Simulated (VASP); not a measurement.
# NaCl (Pm-3m) in VASP: a series of runs

Runs on NaCl. Level: PBE. Tasks: single point.

Everything below comes from runs of VASP 6.6.1. Logs are shortened: lines on timing, memory, paths and dates and some standing lists are left out, and cuts for length are marked.

**1. The cell of the first run**

It takes space group Pm-3m (No. 221, cubic). The conventional cell has a = 3.505 Å, b = 3.505 Å, c = 3.505 Å, α = 90.00°, β = 90.00°, γ = 90.00°. Na (site symmetry m-3m) has 8 Cl at 3.04 Å and 6 Na at 3.51 Å within 4.0 Å. Cl (site symmetry m-3m) has 8 Na at 3.04 Å and 6 Cl at 3.51 Å within 4.0 Å.

**2. Single point, PBE**

INCAR

```
PREC = Accurate
ENCUT = 520
EDIFF = 1E-6
ISMEAR = 0
SIGMA = 0.02
LREAL = F
LASPH = T
NELM = 100
ALGO = Normal
ISIF = 2
LWAVE = F
LCHARG = F
GGA = PE
NBANDS = 14
```

KPOINTS

```
Automatic mesh
0
Gamma
  6 6 6
```

POSCAR

```
NaCl
1.0
    3.5050044763      0.0000000000      0.0000000000
    0.0000000000      3.5050044763      0.0000000000
    0.0000000000      0.0000000000      3.5050044763
Na Cl
1 1
Direct
    0.0000000000      0.0000000000      0.0000000000
    0.5000000000      0.5000000000      0.5000000000
```

Potentials or basis: VASP PAW PBE potentials, release 64 (Na_pv, Cl).

Command:

```console
cat potpaw_PBE.64/Na_pv/POTCAR potpaw_PBE.64/Cl/POTCAR > POTCAR
mpirun -np 1 vasp_std > vasp.out
```

OUTCAR:

```text
PREC = Accurate
   ENCUT = 520
   EDIFF = 1E-6
   ISMEAR = 0
   LREAL = F
   LASPH = T
   NELM = 100
   ISIF = 2
   GGA = PE

 ion  position               nearest neighbor table
   1  0.000  0.000  0.000-
   2  0.500  0.500  0.500-

  LATTYP: Found a simple cubic cell.
 ALAT       =     3.5050044763

  Lattice vectors:

 A1 = (   3.5050044763,   0.0000000000,   0.0000000000)
 A2 = (   0.0000000000,   3.5050044763,   0.0000000000)
 A3 = (   0.0000000000,   0.0000000000,   3.5050044763)

Analysis of symmetry for initial positions (statically):
=====================================================================
 Subroutine PRICEL returns:
 Original cell was already a primitive cell.

 Routine SETGRP: Setting up the symmetry group for a
 simple cubic supercell.

 Subroutine GETGRP returns: Found 48 space group operations
 (whereof 48 operations were pure point group operations)
 out of a pool of 48 trial point group operations.

The static configuration has the point symmetry O_h .

Analysis of symmetry for dynamics (positions and initial velocities):
=====================================================================
 Subroutine PRICEL returns:
 Original cell was already a primitive cell.

 Routine SETGRP: Setting up the symmetry group for a
 simple cubic supercell.

 Subroutine GETGRP returns: Found 48 space group operations
 (whereof 48 operations were pure point group operations)
 out of a pool of 48 trial point group operations.

The dynamic configuration has the point symmetry O_h .

 Subroutine INISYM returns: Found 48 space group operations
 (whereof 48 operations are pure point group operations),
 and found     1 'primitive' translations

----------------------------------------------------------------------------------------

                                     Primitive cell

  volume of cell :      43.0592

  direct lattice vectors                    reciprocal lattice vectors
     3.505004476  0.000000000  0.000000000     0.285306340  0.000000000  0.000000000
     0.000000000  3.505004476  0.000000000     0.000000000  0.285306340  0.000000000
     0.000000000  0.000000000  3.505004476     0.000000000  0.000000000  0.285306340

  length of vectors
     3.505004476  3.505004476  3.505004476     0.285306340  0.285306340  0.285306340

  position of ions in fractional coordinates (direct lattice)
     0.000000000  0.000000000  0.000000000
     0.500000000  0.500000000  0.500000000

  ion indices of the primitive-cell ions
   primitive index   ion index
                 1           1
                 2           2

----------------------------------------------------------------------------------------

 KPOINTS: Automatic mesh

Automatic generation of k-mesh.
 Grid dimensions read from file:
 generate k-points for:    6    6    6

 Generating k-lattice:

  Cartesian coordinates                     Fractional coordinates (reciprocal lattice)
     0.047551057  0.000000000  0.000000000     0.166666667  0.000000000  0.000000000
     0.000000000  0.047551057  0.000000000     0.000000000  0.166666667  0.000000000
     0.000000000  0.000000000  0.047551057     0.000000000  0.000000000  0.166666667

  Length of vectors
     0.047551057  0.047551057  0.047551057

  Shift w.r.t. Gamma in fractional coordinates (k-lattice)
     0.000000000  0.000000000  0.000000000

 Subroutine IBZKPT returns following result:
 ===========================================

 Found     20 irreducible k-points:

 Following reciprocal coordinates:
            Coordinates               Weight
  0.000000  0.000000  0.000000      1.000000
  0.166667  0.000000  0.000000      6.000000
  0.333333  0.000000  0.000000      6.000000
  0.500000  0.000000  0.000000      3.000000
  0.166667  0.166667  0.000000     12.000000
  0.333333  0.166667  0.000000     24.000000
[... 12 lines left out ...]
  0.500000  0.500000  0.333333      6.000000
  0.500000  0.500000  0.500000      1.000000
   k-points           NKPTS =     20   k-points in BZ     NKDIM =     20   number of bands    NBANDS=     14
   number of dos      NEDOS =    301   number of ions     NIONS =      2
   total plane-waves  NPLWV =  21952
   dimension x,y,z NGX =    28 NGY =   28 NGZ =   28
   dimension x,y,z NGXF=    56 NGYF=   56 NGZF=   56
   ions per type =               1   1
   NGX,Y,Z   is equivalent  to a cutoff of  13.28, 13.28, 13.28 a.u.
   NGXF,Y,Z  is equivalent  to a cutoff of  26.56, 26.56, 26.56 a.u.
 SYSTEM =  unknown system
   PREC   = accura    normal or accurate (medium, high low for compatibility)
   ISTART =      0    job   : 0-new  1-cont  2-samecut
   ICHARG =      2    charge: 1-file 2-atom 10-const
   ISPIN  =      1    spin polarized calculation?
   LNONCOLLINEAR =      F non collinear calculations
   LSORBIT =      F    spin-orbit coupling
   LASPH  =      T    aspherical Exc in radial PAW
   ENCUT  =  520.0 eV  38.22 Ry    6.18 a.u.   6.52  6.52  6.52*2*pi/ulx,y,z
   NELM   =    100;   NELMIN=  2; NELMDL= -5     # of ELM steps
   EDIFF  = 0.1E-05   stopping-criterion for ELM
   LREAL  =      F    real-space projection
   EDIFFG = 0.1E-04   stopping-criterion for IOM
   NSW    =      0    number of steps for IOM
   IBRION =     -1    ionic relax: 0-MD 1-quasi-New 2-CG
   NFREE  =      0    steps in history (QN), initial steepest desc. (CG)
   ISIF   =      2    stress and relaxation
   ISYM   =      2    0-nonsym 1-usesym 2-fastsym
   POTIM  = 0.5000    time-step for ionic-motion
   TEBEG  =    0.0;   TEEND  =   0.0 temperature during run
   PSTRESS=    0.0 pullay stress
   NELECT =      14.0000    total number of electrons
   NUPDOWN=      -1.0000    fix difference up-down
   EMIN   =  10.00;   EMAX   =-10.00  energy-range for DOS
   EFERMI =   0.00;   METHOD = LEGACY
   ISMEAR =     0;   SIGMA  =   0.02  broadening in eV -4-tet -1-fermi 0-gaus
   EFERMI_NEDOS =   21; number of points for ismear=-14 and -15
   IALGO  =     38    algorithm
   IMIX   =      4    mixing-type and parameters
     AMIX     =   0.40;   BMIX     =  1.00
     AMIX_MAG =   1.60;   BMIX_MAG =  1.00
  volume/ion in A,a.u.               =      21.53       145.29
  Fermi-wavevector in a.u.,A,eV,Ry     =   1.125716  2.127295 17.241807  1.267237
  Thomas-Fermi vector in A             =   2.262395
   LORBIT       =      0    0 simple, 1 ext, 2 COOP (PROOUT), +10 PAW based schemes
   GGA     = PE    functional components
   LHFCALC =     F    Hartree Fock is set to
   AEXX    =    0.0000 exact exchange contribution
   IVDW    =     0    specifies the selected vdW correction
   LEPSILON=     F    determine dielectric tensor
   LRPA    =     F    only Hartree local field effects (RPA)
 non-spin polarized calculation
 Gauss-broadening in eV      SIGMA  =   0.02
  energy-cutoff  :      520.00
  volume of cell :       43.06
 maximum number of plane-waves:      1189
 NGX is ok and might be reduce to    28
   NGX = 13   NGY = 13   NGZ = 13

 number of electron      13.9999981 magnetization

 Free energy of the ion-electron system (eV)
  ---------------------------------------------------
  ext. energy  EPLUGINS =         0.00000000
  ---------------------------------------------------
  free energy    TOTEN  =        -6.46846077 eV

  energy without entropy =       -6.46846077  energy(sigma->0) =       -6.46846077

 E-fermi :   0.5275     XC(G=0):  -8.4221

 val. band max:        0.4082883740   @ k =   0.5000   0.5000   0.0000
 cond. band min:       4.3786318824   @ k =   0.0000   0.0000   0.0000
 fundamental gap:      3.9703435084
 Fermi energy:         0.5275276572

 k-point     1 :       0.0000    0.0000    0.0000
  band No.  band energies     occupation
      1     -21.6685      2.00000
      2     -21.6685      2.00000
      3     -21.6685      2.00000
      4     -12.9599      2.00000
      5      -0.0804      2.00000
      6      -0.0804      2.00000
      7      -0.0804      2.00000
      8       4.3786      0.00000
      9       8.9900      0.00000
     10       8.9900      0.00000
     11      16.0736      0.00000
     12      16.0739      0.00000
     13      16.0866      0.00000
     14      16.3126      0.00000

 k-point     2 :       0.1667    0.0000    0.0000
  band No.  band energies     occupation
      1     -21.6786      2.00000
      2     -21.6676      2.00000
      3     -21.6676      2.00000
      4     -12.8762      2.00000
      5      -0.8689      2.00000
      6      -0.0244      2.00000
      7      -0.0244      2.00000
      8       5.1047      0.00000
      9       9.2922      0.00000
     10       9.5119      0.00000
     11      14.2661      0.00000
     12      14.2661      0.00000
     13      15.4770      0.00000
     14      16.5187      0.00000

 k-point     3 :       0.3333    0.0000    0.0000
  band No.  band energies     occupation
      1     -21.6987      2.00000
      2     -21.6658      2.00000
      3     -21.6658      2.00000
      4     -12.6993      2.00000
      5      -2.0372      2.00000
      6       0.0923      2.00000
      7       0.0923      2.00000
      8       6.3903      0.00000
      9       9.6577      0.00000
     10      10.1404      0.00000
     11      12.7886      0.00000
     12      12.7886      0.00000
     13      14.8049      0.00000
     14      16.2569      0.00000

 k-point     4 :       0.5000    0.0000    0.0000
  band No.  band energies     occupation
      1     -21.7087      2.00000
      2     -21.6649      2.00000
      3     -21.6649      2.00000
      4     -12.6054      2.00000
      5      -2.5214      2.00000
      6       0.1532      2.00000
      7       0.1532      2.00000
      8       7.3222      0.00000
      9       8.9559      0.00000
     10      10.9219      0.00000
     11      12.2455      0.00000
     12      12.2455      0.00000
     13      13.3872      0.00000
     14      17.3364      0.00000

 k-point     5 :       0.1667    0.1667    0.0000
  band No.  band energies     occupation
      1     -21.6784      2.00000
      2     -21.6764      2.00000
      3     -21.6668      2.00000
      4     -12.7972      2.00000
      5      -0.9070      2.00000
      6      -0.6241      2.00000
      7       0.0329      2.00000
      8       5.7562      0.00000
      9       9.5416      0.00000
     10       9.9279      0.00000
     11      12.8066      0.00000
[... 208 lines left out ...]
 k-point    18 :       0.5000    0.3333    0.3333
  band No.  band energies     occupation
      1     -21.6976      2.00000
      2     -21.6882      2.00000
      3     -21.6873      2.00000
      4     -12.2120      2.00000
      5      -1.6761      2.00000
      6      -1.1810      2.00000
      7      -1.0939      2.00000
      8       7.2651      0.00000
      9       8.1003      0.00000
     10       8.6584      0.00000
     11      13.6976      0.00000
     12      14.0613      0.00000
     13      14.4307      0.00000
     14      15.5918      0.00000

 k-point    19 :       0.5000    0.5000    0.3333
  band No.  band energies     occupation
      1     -21.6961      2.00000
      2     -21.6961      2.00000
      3     -21.6865      2.00000
      4     -12.1417      2.00000
      5      -1.5411      2.00000
      6      -1.5411      2.00000
      7      -1.0322      2.00000
      8       6.9972      0.00000
      9       8.1462      0.00000
     10       8.1462      0.00000
     11      13.1402      0.00000
     12      14.2002      0.00000
     13      15.8586      0.00000
     14      15.8586      0.00000

 k-point    20 :       0.5000    0.5000    0.5000
  band No.  band energies     occupation
      1     -21.6947      2.00000
      2     -21.6947      2.00000
      3     -21.6947      2.00000
      4     -12.0710      2.00000
      5      -1.4286      2.00000
      6      -1.4286      2.00000
      7      -1.4286      2.00000
      8       7.5298      0.00000
      9       7.5298      0.00000
     10       7.5298      0.00000
     11      12.0386      0.00000
     12      16.2676      0.00000
     13      16.2676      0.00000
     14      16.2676      0.00000

------------------------ aborting loop because EDIFF is reached ----------------------------------------

  FORCE on cell =-STRESS in cart. coord.  units (eV):
  Direction    XX          YY          ZZ          XY          YZ          ZX
  --------------------------------------------------------------------------------------
  -------------------------------------------------------------------------------------
  Total       -0.0005821     -0.0005821     -0.0005821      0.0000000      0.0000000     -0.0000000
  in kB       -0.0216595     -0.0216595     -0.0216595      0.0000000      0.0000000     -0.0000000
  external PRESSURE =      -0.0216595 kB  Pullay stress =       0.0000000 kB

 VOLUME and BASIS-vectors are now :
 -----------------------------------------------------------------------------
  energy-cutoff  :      520.00
  volume of cell :       43.06
      direct lattice vectors                 reciprocal lattice vectors
     3.505004476  0.000000000  0.000000000     0.285306340  0.000000000  0.000000000
     0.000000000  3.505004476  0.000000000     0.000000000  0.285306340  0.000000000
     0.000000000  0.000000000  3.505004476     0.000000000  0.000000000  0.285306340

 POSITION                                       TOTAL-FORCE (eV/Angst)
 -----------------------------------------------------------------------------------
      0.00000      0.00000      0.00000         0.000000      0.000000      0.000000
      1.75250      1.75250      1.75250         0.000000      0.000000      0.000000
 -----------------------------------------------------------------------------------
    total drift:                               -0.000000      0.000000      0.000000

  FREE ENERGIE OF THE ION-ELECTRON SYSTEM (eV)
  ---------------------------------------------------
  free  energy   TOTEN  =        -6.4684607696 eV

  energy  without entropy=       -6.4684607696  energy(sigma->0) =       -6.46846077
```

Run time: 4.5 s. Hardware: 1 thread of Intel Xeon 6975P-C (Granite Rapids), shared host; peak memory 0.15 GiB.

Results:

| Quantity | Value |
| --- | --- |
| Free energy | -6.4685 eV |
| Pressure | 0.0 GPa |
| Band gap on the k mesh | 3.97 eV, indirect (least direct gap 4.46 eV) |

A k mesh can miss the band edges. PBE gaps usually lie below the measured ones, often by a third to a half.

**3. Single point, PBE**

INCAR

```
SYSTEM = NaCl
PREC = Accurate ; ENCUT = 520
EDIFF = 1E-7 ; ISMEAR = 0
SIGMA = 0.05 ; LREAL = .FALSE.
LASPH = .TRUE. ; NELM = 100
ALGO = Normal ; ISIF = 2
LWAVE = .FALSE. ; LCHARG = .TRUE.
GGA = PE ; LELF = .TRUE.
LVHAR = .TRUE. ; NBANDS = 14
```

KPOINTS

```
regular mesh
0
G
  6 6 6
  0 0 0
```

POSCAR is that of step 2.

Potentials or basis: VASP PAW PBE potentials, release 64 (Na_pv, Cl).

Command:

```console
cat potpaw_PBE.64/Na_pv/POTCAR potpaw_PBE.64/Cl/POTCAR > POTCAR
mpirun -np 1 vasp_std > vasp.out
```

It took 5.7 s on 1 thread of Intel Xeon 6975P-C (Granite Rapids), shared host; peak memory 0.15 GiB.

Results (log left out):

```yaml
Free_energy: -6.4685 eV
Pressure: 0.0 GPa
Band_gap_on_the_k_mesh: 3.97 eV, indirect (least direct gap 4.46 eV)
```

Levels at points of the mesh, in eV from the valence-band top:
| k point | band 3 | band 4 | band 5 | band 6 | band 7 | band 8 | band 9 | band 10 | band 11 | band 12 |
| --- | --- | --- | --- | --- | --- | --- | --- | --- | --- | --- |
| (0.00, 0.00, 0.00) | -22.08 | -13.37 | -0.49 | -0.49 | -0.49 | 3.97 | 8.58 | 8.58 | 15.66 | 15.66 |
| (0.50, 0.00, 0.00) | -22.07 | -13.01 | -2.93 | -0.26 | -0.26 | 6.91 | 8.55 | 10.51 | 11.84 | 11.84 |
| (0.50, 0.50, 0.00) | -22.07 | -12.75 | -2.25 | -2.25 | 0.00 | 5.54 | 9.88 | 11.01 | 11.01 | 12.60 |
| (0.50, 0.50, 0.50) | -22.10 | -12.48 | -1.84 | -1.84 | -1.84 | 7.12 | 7.12 | 7.12 | 11.63 | 15.86 |
